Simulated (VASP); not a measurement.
PrScO, 3 atoms in the cell. The typed cell holds 3 atoms: a = 5.727 Å, b = 3.575 Å, c = 3.575 Å, α = 60.00°, β = 90.00°, γ = 90.00°. 

| Quantity | Value |
| --- | --- |
| Program | VASP 6.6.1 |
| Task | single point |
| Functional | PBE |
| Potentials or basis | VASP PAW PBE potentials, release 64 (Pr_3, Sc_sv, O), 4f in core |
| Cutoff | 520 eV |
| k mesh | 6 × 12 × 12 |
| Occupations | gaussian, width 0.1 eV |
| Spin | no spin polarisation |
| Dipole correction | no |
| k mesh for the DOS | 9 × 18 × 18 |
| Mended | yes |
| Occupations for the DOS | tetrahedron |
| Further INCAR settings | ALGO = Normal; EDIFF = 1e-06 |

Potentials or basis: VASP PAW PBE potentials, release 64 (Pr_3, Sc_sv, O), 4f in core.

Command:

```console
$ cat potpaw_PBE.64/Pr_3/POTCAR potpaw_PBE.64/Sc_sv/POTCAR potpaw_PBE.64/O/POTCAR > POTCAR
$ cp INCAR.step1 INCAR
$ cp KPOINTS.step1 KPOINTS
$ mpirun -np 1 vasp_std > vasp.out
$ cp INCAR.step2 INCAR
$ cp KPOINTS.step2 KPOINTS
$ mpirun -np 1 vasp_std > vasp.out
```

Hardware: 1 thread of Intel(R) Xeon(R) 6975P-C (Granite Rapids) (shared host).

Question: How long does it take, and how much memory?

Answer: Wall time 4.2 min on 1 thread of Intel(R) Xeon(R) 6975P-C (Granite Rapids), on a shared host, peak memory 0.67 GiB. Counts: k points 455.
